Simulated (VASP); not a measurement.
# GaSi (Fd-3m) in VASP: a series of runs, part 2 of 2

VASP 6.6.1. The steps go on from the part before.

## Step 3: Single point, r2SCAN

This run uses another cell than the first one, of 16.33 Å³/atom, 0.936 times its volume.

Contents of POSCAR:

```
GaSi
1.0
    0.0000000000      3.1964391881      3.1964391881
    3.1964391881      0.0000000000      3.1964391881
    3.1964391881      3.1964391881      0.0000000000
Ga Si
2 2
Direct
    0.0000000000      0.0000000000      0.0000000000
    0.2500000000      0.2500000000      0.2500000000
    0.5000000000      0.5000000000      0.5000000000
    0.7500000000      0.7500000000      0.7500000000
```

Contents of INCAR.step1:

```
SYSTEM = GaSi
PREC     = Accurate       ! precision mode
ENCUT    = 520            ! plane-wave cutoff, eV
ISMEAR   = 0              ! smearing method
SIGMA    = 0.1            ! smearing width, eV
LREAL    = .FALSE.        ! projectors in reciprocal space
LASPH    = .TRUE.         ! aspherical terms in the spheres
NELM     = 60             ! most SCF steps
NBANDS   = 25             ! bands
GGA      = PE             ! functional
ALGO     = Normal         ! electronic algorithm
EDIFF    = 1E-4           ! SCF threshold, eV
LWAVE    = .TRUE.         ! write WAVECAR
LCHARG   = .FALSE.        ! write CHGCAR
```

Contents of INCAR.step2:

```
SYSTEM = GaSi
PREC     = Accurate       ! precision mode
ENCUT    = 520            ! plane-wave cutoff, eV
EDIFF    = 1E-6           ! SCF threshold, eV
ISMEAR   = 0              ! smearing method
SIGMA    = 0.1            ! smearing width, eV
LREAL    = .FALSE.        ! projectors in reciprocal space
LASPH    = .TRUE.         ! aspherical terms in the spheres
NELM     = 60             ! most SCF steps
ALGO     = Normal         ! electronic algorithm
ISIF     = 2              ! what is computed and relaxed
LWAVE    = .FALSE.        ! write WAVECAR
LCHARG   = .FALSE.        ! write CHGCAR
METAGGA  = R2SCAN         ! meta-GGA
LMIXTAU  = .TRUE.       
NBANDS   = 25             ! bands
ISTART   = 1
```

Contents of KPOINTS:

```
Automatic mesh
0
G
  12 12 12
  0 0 0
```

Potentials or basis: VASP PAW PBE potentials, release 64 (Ga_d, Si).

Run with:

```
cat potpaw_PBE.64/Ga_d/POTCAR potpaw_PBE.64/Si/POTCAR > POTCAR
cp INCAR.step1 INCAR
mpirun -np 1 vasp_std > vasp.out
cp INCAR.step2 INCAR
mpirun -np 1 vasp_std > vasp.out
```

OUTCAR:

```text
SYSTEM = GaSi
   PREC = Accurate
   ENCUT = 520
   EDIFF = 1E-6
   ISMEAR = 0
   LREAL = .FALSE.
   LASPH = .TRUE.
   NELM = 60
   ISIF = 2
   METAGGA = R2SCAN
   ISTART = 1

 ion  position               nearest neighbor table
   1  0.000  0.000  0.000-   4 2.77   4 2.77   4 2.77   2 2.77   4 2.77   2 2.77   2 2.77   2 2.77

   2  0.250  0.250  0.250-   1 2.77   1 2.77   1 2.77   1 2.77   3 2.77   3 2.77   3 2.77   3 2.77

   3  0.500  0.500  0.500-   2 2.77   2 2.77   2 2.77   2 2.77   4 2.77   4 2.77   4 2.77   4 2.77

   4  0.750  0.750  0.750-   3 2.77   3 2.77   3 2.77   1 2.77   3 2.77   1 2.77   1 2.77   1 2.77

  LATTYP: Found a face centered cubic cell.
 ALAT       =     6.3928783762

  Lattice vectors:

 A1 = (   0.0000000000,   3.1964391881,   3.1964391881)
 A2 = (   3.1964391881,   0.0000000000,   3.1964391881)
 A3 = (   3.1964391881,   3.1964391881,   0.0000000000)

Analysis of symmetry for initial positions (statically):
=====================================================================
 Subroutine PRICEL returns:
[... 176 lines left out ...]
  energy without entropy =      -38.35801367  energy(sigma->0) =      -38.35970826

 E-fermi :   7.7951     XC(G=0): -12.2491

 val. band max:        7.7672977875   @ k =  -0.3333   0.3333   0.0000
 cond. band min:       7.8380161756   @ k =   0.5000   0.2500   0.0000
 fundamental gap:      0.0707183881
 Fermi energy:         7.7951376568

 k-point     1 :       0.0000    0.0000    0.0000
  band No.  band energies     occupation
      1      -7.8708      2.00000
      2      -7.8708      2.00000
      3      -7.8708      2.00000
      4      -7.8443      2.00000
      5      -7.8443      2.00000
      6      -7.6751      2.00000
[... 661 lines left out ...]
     24      15.0475      0.00000
     25      15.7123      0.00000

 [... further k-points ...]

------------------------ aborting loop because EDIFF is reached ----------------------------------------

  FORCE on cell =-STRESS in cart. coord.  units (eV):
  Direction    XX          YY          ZZ          XY          YZ          ZX
  --------------------------------------------------------------------------------------
  -------------------------------------------------------------------------------------
  Total       -0.0033909     -0.0033909     -0.0033909      0.0000000      0.0000000     -0.0000000
  in kB       -0.0831765     -0.0831765     -0.0831765      0.0000000      0.0000000     -0.0000000
  external PRESSURE =      -0.0831765 kB  Pullay stress =       0.0000000 kB

 VOLUME and BASIS-vectors are now :
 -----------------------------------------------------------------------------
  energy-cutoff  :      520.00
  volume of cell :       65.32
      direct lattice vectors                 reciprocal lattice vectors
     0.000000000  3.196439188  3.196439188    -0.156424061  0.156424061  0.156424061
     3.196439188  0.000000000  3.196439188     0.156424061 -0.156424061  0.156424061
     3.196439188  3.196439188  0.000000000     0.156424061  0.156424061 -0.156424061

 POSITION                                       TOTAL-FORCE (eV/Angst)
 -----------------------------------------------------------------------------------
      0.00000      0.00000      0.00000        -0.000000     -0.000000      0.000000
      1.59822      1.59822      1.59822         0.000000     -0.000000     -0.000000
      3.19644      3.19644      3.19644         0.000000      0.000000      0.000000
      4.79466      4.79466      4.79466        -0.000000     -0.000000     -0.000000
 -----------------------------------------------------------------------------------
    total drift:                                0.000000      0.000000      0.000000

  FREE ENERGIE OF THE ION-ELECTRON SYSTEM (eV)
  ---------------------------------------------------
  free  energy   TOTEN  =       -38.3614028509 eV

  energy  without entropy=      -38.3580136731  energy(sigma->0) =      -38.35970826
```

OUTCAR.step1:

```text
SYSTEM = GaSi
   PREC = Accurate
   ENCUT = 520
   ISMEAR = 0
   LREAL = .FALSE.
   LASPH = .TRUE.
   NELM = 60
[... 905 lines left out ...]
      1.59822      1.59822      1.59822        -0.000000      0.000000     -0.000000
      3.19644      3.19644      3.19644         0.000000      0.000000      0.000000
      4.79466      4.79466      4.79466         0.000000      0.000000      0.000000
 -----------------------------------------------------------------------------------
    total drift:                                0.000000      0.000000      0.000000

  FREE ENERGIE OF THE ION-ELECTRON SYSTEM (eV)
  ---------------------------------------------------
  free  energy   TOTEN  =       -15.2516780096 eV

  energy  without entropy=      -15.2473336035  energy(sigma->0) =      -15.24950581
```

It used 400 s of CPU time on 1 thread of AMD EPYC 7R13 Processor (Zen 3), with other jobs on the host.

Results:

| Property | Result |
| --- | --- |
| Free energy | -38.3614 eV |
| Pressure | 0.0 GPa |
| Band gap on the k mesh | zero (band 17 reaches 11.81 eV, above the bottom of band 18 at 5.43 eV) |

Levels at points of the mesh, in eV from the Fermi level:
```csv
k point,band 15,band 16,band 17,band 18,band 19,band 20
"(0.00, 0.00, 0.00)",-1.97,-1.97,-1.67,-1.67,-1.67,0.88
"(0.50, 0.00, 0.00)",-3.10,-2.68,-2.36,-2.36,3.21,3.82
"(0.50, 0.50, 0.00)",-5.68,-5.68,4.01,4.01,4.27,4.27
```

Caveat: the PAW data sets were made with another functional, which shifts forces and pressure a little.
